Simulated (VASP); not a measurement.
# TiCo3 (Pm-3m) in VASP: single point with LDA

Aim: the single point of TiCo3 with LDA.

Program: VASP 6.6.1. These are calculated values, not measurements. Logs are shortened: lines on timing, memory, paths and dates and some standing lists are left out, and cuts for length are marked.

### Step 1. The cell of the first run

The structure is cubic, space group Pm-3m (No. 221). The conventional cell has a = 3.571 Å, b = 3.571 Å, c = 3.571 Å, α = 90.00°, β = 90.00°, γ = 90.00°. Within 3.3 Å of Ti (site symmetry m-3m) lie 12 Co at 2.53 Å. Co (site symmetry 4/mmm) has 4 Ti at 2.53 Å and 8 Co at 2.53 Å within 3.3 Å.

### Step 2. Single point, LDA, collinear spin, ferromagnetic start

The input, INCAR:

```
PREC     = Accurate       # precision mode
ENCUT    = 520            # plane-wave cutoff, eV
EDIFF    = 1E-6           # SCF threshold, eV
ISMEAR   = 1              # smearing method
SIGMA    = 0.1            # smearing width, eV
LREAL    = False          # projectors in reciprocal space
LASPH    = True           # aspherical terms in the spheres
NELM     = 150            # most SCF steps
ALGO     = Normal         # electronic algorithm
ISIF     = 2              # what is computed and relaxed
LWAVE    = False          # write WAVECAR
LCHARG   = False          # write CHGCAR
ISPIN    = 2              # spin polarisation
MAGMOM   = 0 1.8 1.8 1.8  # initial moments
LORBIT   = 11             # projections on sites
LMAXMIX  = 4              # l up to which the mixer works
GGA      = CA             # functional
NBANDS   = 32             # bands
```

The input, KPOINTS:

```
Automatic mesh
0
Gamma
  7 7 7
```

The input, POSCAR:

```
TiCo3
1.0
    3.5710000000      0.0000000000      0.0000000000
    0.0000000000      3.5710000000      0.0000000000
    0.0000000000      0.0000000000      3.5710000000
Ti Co
1 3
Direct
    0.0000000000      0.0000000000      0.0000000000
    0.0000000000      0.5000000000      0.5000000000
    0.5000000000      0.0000000000      0.5000000000
    0.5000000000      0.5000000000      0.0000000000
```

Potentials or basis: VASP PAW LDA potentials, release 64 (Ti_sv, Co).

Launch:

```sh
$ cat potpaw_LDA.64/Ti_sv/POTCAR potpaw_LDA.64/Co/POTCAR > POTCAR
$ mpirun -np 1 vasp_std > vasp.out
```

OUTCAR:

```text
PREC = Accurate
   ENCUT = 520
   EDIFF = 1E-6
   ISMEAR = 1
   LREAL = False
   LASPH = True
   NELM = 150
   ISIF = 2
   ISPIN = 2
   LORBIT = 11
   GGA = CA

 ion  position               nearest neighbor table
   1  0.000  0.000  0.000-   2 2.53   3 2.53   4 2.53   2 2.53   3 2.53   2 2.53   4 2.53   2 2.53
                             3 2.53   4 2.53   3 2.53   4 2.53
   2  0.000  0.500  0.500-   1 2.53   3 2.53   4 2.53   1 2.53   4 2.53   1 2.53   3 2.53   1 2.53
                             3 2.53   4 2.53   4 2.53   3 2.53
   3  0.500  0.000  0.500-   1 2.53   2 2.53   4 2.53   1 2.53   4 2.53   2 2.53   4 2.53   4 2.53
                             1 2.53   2 2.53   1 2.53   2 2.53
   4  0.500  0.500  0.000-   1 2.53   2 2.53   3 2.53   2 2.53   3 2.53   1 2.53   3 2.53   3 2.53
                             1 2.53   2 2.53   2 2.53   1 2.53

  LATTYP: Found a simple cubic cell.
 ALAT       =     3.5710000000

  Lattice vectors:

 A1 = (   3.5710000000,   0.0000000000,   0.0000000000)
 A2 = (   0.0000000000,   3.5710000000,   0.0000000000)
 A3 = (   0.0000000000,   0.0000000000,   3.5710000000)

Analysis of symmetry for initial positions (statically):
=====================================================================
 Subroutine PRICEL returns:
 Original cell was already a primitive cell.

 Routine SETGRP: Setting up the symmetry group for a
 simple cubic supercell.

 Subroutine GETGRP returns: Found 48 space group operations
 (whereof 48 operations were pure point group operations)
 out of a pool of 48 trial point group operations.

The static configuration has the point symmetry O_h .

Analysis of symmetry for dynamics (positions and initial velocities):
=====================================================================
 Subroutine PRICEL returns:
 Original cell was already a primitive cell.

 Routine SETGRP: Setting up the symmetry group for a
 simple cubic supercell.

 Subroutine GETGRP returns: Found 48 space group operations
 (whereof 48 operations were pure point group operations)
 out of a pool of 48 trial point group operations.

The dynamic configuration has the point symmetry O_h .

Analysis of structural, dynamic, and magnetic symmetry:
=====================================================================
 Subroutine PRICEL returns:
 Original cell was already a primitive cell.

 Routine SETGRP: Setting up the symmetry group for a
 simple cubic supercell.

 Subroutine GETGRP returns: Found 48 space group operations
 (whereof 48 operations were pure point group operations)
 out of a pool of 48 trial point group operations.

The overall configuration has the point symmetry O_h .

 Subroutine INISYM returns: Found 48 space group operations
 (whereof 48 operations are pure point group operations),
 and found     1 'primitive' translations

----------------------------------------------------------------------------------------

                                     Primitive cell

  volume of cell :      45.5375

  direct lattice vectors                    reciprocal lattice vectors
     3.571000000  0.000000000  0.000000000     0.280033604  0.000000000  0.000000000
     0.000000000  3.571000000  0.000000000     0.000000000  0.280033604  0.000000000
     0.000000000  0.000000000  3.571000000     0.000000000  0.000000000  0.280033604

  length of vectors
     3.571000000  3.571000000  3.571000000     0.280033604  0.280033604  0.280033604

  position of ions in fractional coordinates (direct lattice)
     0.000000000  0.000000000  0.000000000
     0.000000000  0.500000000  0.500000000
     0.500000000  0.000000000  0.500000000
     0.500000000  0.500000000  0.000000000

  ion indices of the primitive-cell ions
   primitive index   ion index
                 1           1
                 2           2
                 3           3
                 4           4

----------------------------------------------------------------------------------------

 KPOINTS: Automatic mesh

Automatic generation of k-mesh.
 Grid dimensions read from file:
 generate k-points for:    7    7    7

 Generating k-lattice:

  Cartesian coordinates                     Fractional coordinates (reciprocal lattice)
     0.040004801  0.000000000  0.000000000     0.142857143  0.000000000  0.000000000
     0.000000000  0.040004801  0.000000000     0.000000000  0.142857143  0.000000000
     0.000000000  0.000000000  0.040004801     0.000000000  0.000000000  0.142857143

  Length of vectors
     0.040004801  0.040004801  0.040004801

  Shift w.r.t. Gamma in fractional coordinates (k-lattice)
     0.000000000  0.000000000  0.000000000

 Subroutine IBZKPT returns following result:
 ===========================================

 Found     20 irreducible k-points:

 Following reciprocal coordinates:
            Coordinates               Weight
  0.000000  0.000000  0.000000      1.000000
  0.142857  0.000000  0.000000      6.000000
  0.285714  0.000000  0.000000      6.000000
  0.428571  0.000000  0.000000      6.000000
  0.142857  0.142857  0.000000     12.000000
  0.285714  0.142857  0.000000     24.000000
[... 12 lines left out ...]
  0.428571  0.428571  0.285714     24.000000
  0.428571  0.428571  0.428571      8.000000
   k-points           NKPTS =     20   k-points in BZ     NKDIM =     20   number of bands    NBANDS=     32
   number of dos      NEDOS =    301   number of ions     NIONS =      4
   total plane-waves  NPLWV =  21952
   dimension x,y,z NGX =    28 NGY =   28 NGZ =   28
   dimension x,y,z NGXF=    56 NGYF=   56 NGZF=   56
   ions per type =               1   3
   NGX,Y,Z   is equivalent  to a cutoff of  13.04, 13.04, 13.04 a.u.
   NGXF,Y,Z  is equivalent  to a cutoff of  26.07, 26.07, 26.07 a.u.
 SYSTEM =  unknown system
   PREC   = accura    normal or accurate (medium, high low for compatibility)
   ISTART =      0    job   : 0-new  1-cont  2-samecut
   ICHARG =      2    charge: 1-file 2-atom 10-const
   ISPIN  =      2    spin polarized calculation?
   LNONCOLLINEAR =      F non collinear calculations
   LSORBIT =      F    spin-orbit coupling
   LASPH  =      T    aspherical Exc in radial PAW
   ENCUT  =  520.0 eV  38.22 Ry    6.18 a.u.   6.64  6.64  6.64*2*pi/ulx,y,z
   NELM   =    150;   NELMIN=  2; NELMDL= -5     # of ELM steps
   EDIFF  = 0.1E-05   stopping-criterion for ELM
   LREAL  =      F    real-space projection
   EDIFFG = 0.1E-04   stopping-criterion for IOM
   NSW    =      0    number of steps for IOM
   IBRION =     -1    ionic relax: 0-MD 1-quasi-New 2-CG
   NFREE  =      0    steps in history (QN), initial steepest desc. (CG)
   ISIF   =      2    stress and relaxation
   ISYM   =      2    0-nonsym 1-usesym 2-fastsym
   POTIM  = 0.5000    time-step for ionic-motion
   TEBEG  =    0.0;   TEEND  =   0.0 temperature during run
   PSTRESS=    0.0 pullay stress
   NELECT =      39.0000    total number of electrons
   NUPDOWN=      -1.0000    fix difference up-down
   EMIN   =  10.00;   EMAX   =-10.00  energy-range for DOS
   EFERMI =   0.00;   METHOD = LEGACY
   ISMEAR =     1;   SIGMA  =   0.10  broadening in eV -4-tet -1-fermi 0-gaus
   EFERMI_NEDOS =   21; number of points for ismear=-14 and -15
   IALGO  =     38    algorithm
   IMIX   =      4    mixing-type and parameters
     AMIX     =   0.40;   BMIX     =  1.00
     AMIX_MAG =   1.60;   BMIX_MAG =  1.00
  volume/ion in A,a.u.               =      11.38        76.83
  Fermi-wavevector in a.u.,A,eV,Ry     =   1.554676  2.937911 32.885512  2.417017
  Thomas-Fermi vector in A             =   2.658727
   LORBIT       =     11    0 simple, 1 ext, 2 COOP (PROOUT), +10 PAW based schemes
   GGA     = CA    functional components
   LHFCALC =     F    Hartree Fock is set to
   AEXX    =    0.0000 exact exchange contribution
   IVDW    =     0    specifies the selected vdW correction
   LEPSILON=     F    determine dielectric tensor
   LRPA    =     F    only Hartree local field effects (RPA)
 spin polarized calculation
 Methfessel and Paxton  Order N= 1 SIGMA  =   0.10
  energy-cutoff  :      520.00
  volume of cell :       45.54
 maximum number of plane-waves:      1243
 NGX is ok and might be reduce to    28
   NGX = 13   NGY = 13   NGZ = 13

 number of electron      39.0000040 magnetization       0.4944277

 Free energy of the ion-electron system (eV)
  ---------------------------------------------------
  ext. energy  EPLUGINS =         0.00000000
  ---------------------------------------------------
  free energy    TOTEN  =       -34.22969088 eV

  energy without entropy =      -34.23366963  energy(sigma->0) =      -34.23101713

 E-fermi :  10.0452     XC(G=0): -13.6135

 val. band max:       10.0386824329   @ k =   0.2857   0.0000   0.0000
 cond. band min:      10.0686113732   @ k =   0.1429   0.1429   0.0000
 fundamental gap:      0.0299289404
 Fermi energy:        10.0452204438

 spin component 1

 k-point     1 :       0.0000    0.0000    0.0000
  band No.  band energies     occupation
      1     -45.6788      1.00000
      2     -22.3168      1.00000
      3     -22.3168      1.00000
      4     -22.3168      1.00000
      5       2.1102      1.00000
      6       5.7313      1.00000
[... 669 lines left out ...]
     30      18.5120      0.00000
     31      18.8783      0.00000
 Fermi energy:        10.0452204438

 spin component 2

 k-point     1 :       0.0000    0.0000    0.0000
  band No.  band energies     occupation
      1     -45.7284      1.00000
      2     -22.3661      1.00000
      3     -22.3661      1.00000
      4     -22.3661      1.00000
      5       2.1207      1.00000
      6       5.8131      1.00000
[... 669 lines left out ...]
     30      18.5459      0.00000
     31      18.9169      0.00000
 [bands above 31 left out]

------------------------ aborting loop because EDIFF is reached ----------------------------------------

  FORCE on cell =-STRESS in cart. coord.  units (eV):
  Direction    XX          YY          ZZ          XY          YZ          ZX
  --------------------------------------------------------------------------------------
  -------------------------------------------------------------------------------------
  Total       -4.4510458     -4.4510458     -4.4510458      0.0000000     -0.0000000      0.0000000
  in kB     -156.6040887   -156.6040887   -156.6040887      0.0000000     -0.0000000      0.0000000
  external PRESSURE =    -156.6040887 kB  Pullay stress =       0.0000000 kB

 VOLUME and BASIS-vectors are now :
 -----------------------------------------------------------------------------
  energy-cutoff  :      520.00
  volume of cell :       45.54
      direct lattice vectors                 reciprocal lattice vectors
     3.571000000  0.000000000  0.000000000     0.280033604  0.000000000  0.000000000
     0.000000000  3.571000000  0.000000000     0.000000000  0.280033604  0.000000000
     0.000000000  0.000000000  3.571000000     0.000000000  0.000000000  0.280033604

 POSITION                                       TOTAL-FORCE (eV/Angst)
 -----------------------------------------------------------------------------------
      0.00000      0.00000      0.00000         0.000000      0.000000      0.000000
      0.00000      1.78550      1.78550         0.000000      0.000000      0.000000
      1.78550      0.00000      1.78550         0.000000      0.000000      0.000000
      1.78550      1.78550      0.00000         0.000000      0.000000      0.000000
 -----------------------------------------------------------------------------------
    total drift:                                0.000000      0.000000      0.000000

  FREE ENERGIE OF THE ION-ELECTRON SYSTEM (eV)
  ---------------------------------------------------
  free  energy   TOTEN  =       -34.2296908816 eV

  energy  without entropy=      -34.2336696256  energy(sigma->0) =      -34.23101713

 total charge

# of ion       s       p       d       tot
------------------------------------------
    1        2.270   6.197   1.968  10.436
    2        0.513   0.510   7.351   8.374
    3        0.513   0.510   7.351   8.374
    4        0.513   0.510   7.351   8.374
--------------------------------------------------
tot          3.809   7.727  24.022  35.558

 magnetization (x)

# of ion       s       p       d       tot
------------------------------------------
    1       -0.001  -0.005  -0.055  -0.061
    2       -0.001  -0.003   0.194   0.189
    3       -0.001  -0.003   0.194   0.189
    4       -0.001  -0.003   0.194   0.189
--------------------------------------------------
tot         -0.006  -0.014   0.526   0.506
```

It took 26 s on 1 thread of Intel Xeon 6975P-C (Granite Rapids), shared host; peak memory 0.17 GiB.

What came out:

```
Free energy                                           : -34.2297 eV
Pressure                                              : -15.7 GPa
Net moment                                            : 0.49 μB per cell
Site moments                                          : Ti -0.06; Co +0.19 μB
Valence electrons inside the program's atomic spheres : Ti 10.44; Co 8.37
```

Levels at points of the mesh, in eV from the Fermi level:
Spin up:
```tsv
k point	band 18	band 19	band 20	band 21	band 22	band 23
(0.00, 0.00, 0.00)	0.59	0.59	0.59	2.50	2.50	3.39
```
Spin down:
```csv
k point,band 16,band 17,band 18,band 19,band 20,band 21,band 22,band 23
"(0.00, 0.00, 0.00)",0.06,0.56,0.77,0.77,0.77,2.57,2.57,3.41
```
